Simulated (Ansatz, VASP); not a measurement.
**BaTiO3: VASP beside Ansatz**

File POSCAR:

```
BaTiO3
1.0
    4.1949012301      0.0000000000      0.0000000000
    0.0000000000      2.9846005671      2.9904076023
    0.0000000000     -2.9846005671      2.9904076023
Ba Ti O
1 1 3
Direct
    0.0000000000      0.0044061011      0.0044061011
    0.5000000000      0.5135753575      0.5135753575
    0.0000000000      0.4947134013      0.4947134013
    0.5000000000      0.4954342957      0.9880908444
    0.5000000000      0.9880908444      0.4954342957
```

Contents of INCAR.step1:

```
SYSTEM = BaTiO3
PREC = Accurate
ENCUT = 520
ISMEAR = 0
SIGMA = 0.05
LREAL = .FALSE.
LASPH = .TRUE.
NELM = 150
LMAXMIX = 4
LDAU = .TRUE.
LDAUTYPE = 2
LDAUL = -1 2 -1
LDAUU = 0 4 0
LDAUJ = 0 0 0
NBANDS = 28
GGA = PE
ALGO = Normal
EDIFF = 1E-4
LWAVE = .TRUE.
LCHARG = .FALSE.
```

Contents of INCAR.step2:

```
SYSTEM = BaTiO3
PREC = Accurate
ENCUT = 520
EDIFF = 1E-7
ISMEAR = 0
SIGMA = 0.05
LREAL = .FALSE.
LASPH = .TRUE.
NELM = 150
ALGO = Normal
ISIF = 2
LWAVE = .FALSE.
LCHARG = .FALSE.
LMAXMIX = 4
LDAU = .TRUE.
LDAUTYPE = 2
LDAUL = -1 2 -1
LDAUU = 0 4 0
LDAUJ = 0 0 0
LDAUPRINT = 1
METAGGA = R2SCAN
LMIXTAU = .TRUE.
NBANDS = 28
ISTART = 1
```

Contents of KPOINTS:

```
regular mesh
0
G
  6 6 6
  0 0 0
```

Input for Ansatz:

```yaml
crystal:
  lattice:
    - [4.1949012301, 0.0, 0.0]
    - [0.0, 2.9846005671, 2.9904076023]
    - [0.0, -2.9846005671, 2.9904076023]
  atoms:
    - { symbol: Ba, position: [0.0, 0.0044061011, 0.0044061011] }
    - { symbol: Ti, position: [0.5, 0.5135753575, 0.5135753575] }
    - { symbol: O, position: [0.0, 0.4947134013, 0.4947134013] }
    - { symbol: O, position: [0.5, 0.4954342957, 0.9880908444] }
    - { symbol: O, position: [0.5, 0.9880908444, 0.4954342957] }
basis:
  ecutwfc: 500
kpoints:
  mp_grid: { grid: [6, 6, 6] }
hamiltonian:
  xc: r2scan
  hubbard: { sites: [{ species: Ti, l: d, u_eff: 4.0 }] }
scf:
  occupations: { method: gaussian, width: 0.05 }
output:
  forces: true
  stress: true
  eigenvalues: true
```

Change from the starting cell: strain +0.050 along x and y, +0.050 along z, atoms carried along.

Alike in both runs: task single point; functional r2SCAN; k mesh 6 × 6 × 6; occupations gaussian, width 0.05 eV; no spin polarisation; Hubbard terms Ti d U = 4.0 eV.

|  | VASP | Ansatz |
| --- | --- | --- |
| version | VASP 6.6.1 | Ansatz 0.2.0 |
| potentials or method | VASP PAW PBE potentials, release 64 (Ba_sv, Ti_sv, O), cutoff 520 eV | scalar-relativistic, plane waves, PAW |
| valence electrons in the cell | 40 | 40 |

|  | VASP | Ansatz | Ansatz less VASP |
| --- | --- | --- | --- |
| gap on the k mesh at the Fermi level (eV) | 2.40 | 2.37 | -0.030 |
| least direct gap on the mesh (eV) | 2.80 | 2.75 | -0.053 |
| pressure (GPa) | -16.5 | -18.6 | -2.15 |
| traceless stress, the component that is largest in VASP (GPa) | 0.22 | 0.27 | +0.049 |
| rms of the force components (eV/Å) | 0.199 | 0.346 | +0.1473 |

VASP's potentials were made for PBE, not for r2SCAN. The programs project onto different local orbitals, so the same U acts differently, and such runs can settle in different states. Atom by atom the forces differ by 0.148 eV/Å (rms over components).

Spin-orbit coupling is off throughout.
